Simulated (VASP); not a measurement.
Runs of VASP 6.6.1 on Ni. The structure is that of space group Fm-3m (No. 225), or close to it. The cells are those of the table. 

```csv
task,cell,gap on the mesh (eV),pressure (GPa),moment (μB)
single point,"a = 2.449 Å, angles 60.0°, 1 atom",none,10.4,0.62
single point,"a = 2.483 Å, angles 60.0°, 1 atom",none,1.1,0.63
electric field gradients,"a = 2.479 Å, angles 60.0°, 1 atom",none,2.1,0.63
electric field gradients,"a = 2.458 Å, angles 60.0°, 1 atom",none,(a),0.62
electric field gradients,"a = 2.549 Å, angles 60.0°, 1 atom",none,(c),0.64
single point,"a = 2.500 Å, angles 60.0°, 1 atom",none,(b),0.63
single point,"a = 2.509 Å, angles 60.0°, 1 atom",none,-4.6,0.63
```

Alike in all rows: level PBE; potentials or basis VASP PAW PBE potentials, release 64 (Ni); spin collinear, ferromagnetic start; k mesh 20 × 20 × 20; cutoff (eV) 520; smearing fermi-dirac 0.05 eV.

Fill in the values left out.

(a) 7.8; (b) -2.8; (c) -12.0.

A gap of «none» marks levels without a gap at the run's occupations.
